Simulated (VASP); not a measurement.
PtS2:

```xyz
3
Lattice="3.5432 0.0000 0.0000 -1.7716 3.0685 0.0000 0.0000 0.0000 5.0388" Properties=species:S:1:pos:R:3 pbc="T T T"
Pt    0.0000    0.0000    0.0000
S     0.0000    2.0457    1.1438
S     1.7716    1.0228    3.8950
```

```yaml
Program: VASP 6.6.1
Task: relaxation of cell and atoms
Functional: LDA
Potentials_or_basis: VASP PAW LDA potentials, release 64 (Pt, S)
Cutoff: 600 eV
k_mesh: 12 × 12 × 8
Occupations: fermi-dirac, width 0.05 eV
Spin: no spin polarisation
```

At the start: pressure 3.6 GPa; volume 18.26 Å³/atom.

Task: How do energy, volume and symmetry change on relaxing?

Result: Over 34 steps the energy falls by 30.7 meV/atom and the volume is 16.62 Å³/atom (-9.0 %); space group P-3m1 (No. 164, to 0.1 Å) before and after.

The path:
| step | energy change (eV) | largest force (eV/Å) | pressure (GPa) | volume (Å³) |
| --- | --- | --- | --- | --- |
| 1 | 0.0000 | 0.8055 | 3.59 | 54.78 |
| 2 | 0.0383 | 0.4681 | -7.52 | 58.09 |
| 3 | -0.0252 | 0.2795 | -1.14 | 56.02 |
| 4 | -0.0369 | 0.1820 | -0.84 | 55.49 |
| 5 | -0.0434 | 0.0327 | -0.36 | 54.71 |
| 6 | -0.0492 | 0.0887 | 0.15 | 54.14 |
| 7 | -0.0614 | 0.2612 | 1.93 | 52.42 |
| 8 | -0.0507 | 0.6248 | 6.65 | 49.00 |
| 9 | -0.0626 | 0.4116 | 3.58 | 51.23 |
| 10 | -0.0634 | 0.4084 | 3.54 | 51.19 |
| 11 | -0.0657 | 0.3984 | 3.43 | 51.07 |
| 12 | -0.0700 | 0.3792 | 3.30 | 50.82 |
| 13 | -0.0772 | 0.3429 | 3.00 | 50.33 |
| 14 | -0.0851 | 0.2673 | 2.60 | 49.33 |
| 15 | -0.0850 | 0.2270 | 2.53 | 48.88 |
| 16 | -0.0853 | 0.2404 | 2.55 | 49.02 |
| 17 | -0.0883 | 0.1882 | 1.83 | 49.30 |
| 18 | -0.0916 | 0.0573 | 0.07 | 50.02 |
| 19 | -0.0916 | 0.0524 | 0.00 | 50.05 |
| 20 | -0.0917 | 0.0483 | -0.03 | 50.04 |
| 21 | -0.0918 | 0.0377 | 0.01 | 50.01 |
| 22 | -0.0919 | 0.0161 | 0.04 | 49.94 |
| 23 | -0.0919 | 0.0057 | 0.05 | 49.92 |
| 24 | -0.0920 | 0.0006 | -0.04 | 49.93 |
| 25 | -0.0920 | 0.0005 | -0.03 | 49.93 |
| 26 | -0.0920 | 0.0004 | -0.03 | 49.92 |
| 27 | -0.0920 | 0.0023 | -0.02 | 49.90 |
| 28 | -0.0920 | 0.0074 | 0.00 | 49.86 |
| 29 | -0.0920 | 0.0043 | -0.03 | 49.89 |
| 30 | -0.0920 | 0.0077 | 0.06 | 49.86 |
| 31 | -0.0920 | 0.0066 | 0.02 | 49.87 |
| 32 | -0.0920 | 0.0014 | -0.02 | 49.86 |
| 33 | -0.0920 | 0.0027 | -0.03 | 49.86 |
| 34 | -0.0920 | 0.0009 | 0.00 | 49.86 |

Final structure:
```yaml
crystal:
  lattice:
    - [3.56190, 0.00000, 0.00000]
    - [-1.78095, 3.08470, 0.00000]
    - [0.00000, 0.00000, 4.53776]
  atoms:
    - { symbol: Pt, position: [0.00000, 0.00000, 0.00000] }
    - { symbol: S, position: [0.33333, 0.66667, 0.26175] }
    - { symbol: S, position: [0.66667, 0.33333, 0.73825] }
```
